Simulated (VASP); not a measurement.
Here is a VASP 6.6.1 calculation.

Contents of INCAR:

```
PREC = Accurate ; ENCUT = 600
EDIFF = 1E-6 ; ISMEAR = 0
SIGMA = 0.1 ; LREAL = F
LASPH = T ; NELM = 200
ALGO = Normal ; ISIF = 2
LWAVE = F ; LCHARG = F
GGA = PE ; NBANDS = 34
GGA_COMPAT = F ; LMAXMIX = 6
```

KPOINTS

```
Automatic mesh
0
Gamma
  8 8 8
```

The input POSCAR:

```
Dy5C
1.0
   -4.0563558447      4.0563558447      2.5040320938
    4.0563558447     -4.0563558447      2.5040320938
    4.0563558447      4.0563558447     -2.5040320938
Dy C
5 1
Direct
    0.0846750926      0.2852665346      0.3699416272
    0.9153249074      0.7147334654      0.6300583728
    0.7147334654      0.0846750926      0.7994085580
    0.2852665346      0.9153249074      0.2005914420
    0.5000000000      0.5000000000      0.0000000000
    0.0000000000      0.0000000000      0.0000000000
```

Potentials or basis: VASP PAW PBE potentials, release 64 (Dy_3, C), 4f in core.

Command:

```console
$ cat potpaw_PBE.64/Dy_3/POTCAR potpaw_PBE.64/C/POTCAR > POTCAR
$ mpirun -np 1 vasp_std > vasp.out
```

What does it give for the pressure?

0.5 GPa.

Predict the band gap on the k mesh.

zero (an odd number of electrons rules out a gap without spin polarisation).

Estimate the largest force.

0.032 eV/Å.

Forces in eV/Å, atoms in the order of the input:
```
Dy   0.030  0.011  0.000
Dy  -0.030 -0.011  0.000
Dy   0.011 -0.030  0.000
Dy  -0.011  0.030  0.000
Dy   0.000  0.000  0.000
C    0.000  0.000  0.000
```

Caveat: spin-orbit coupling is left out, which moves the levels of the heavy elements; the 4f electrons are frozen in the core, so they carry no moment and show no levels. Spin polarisation is off, so any magnetic state and its effect on volume and gap are missing.
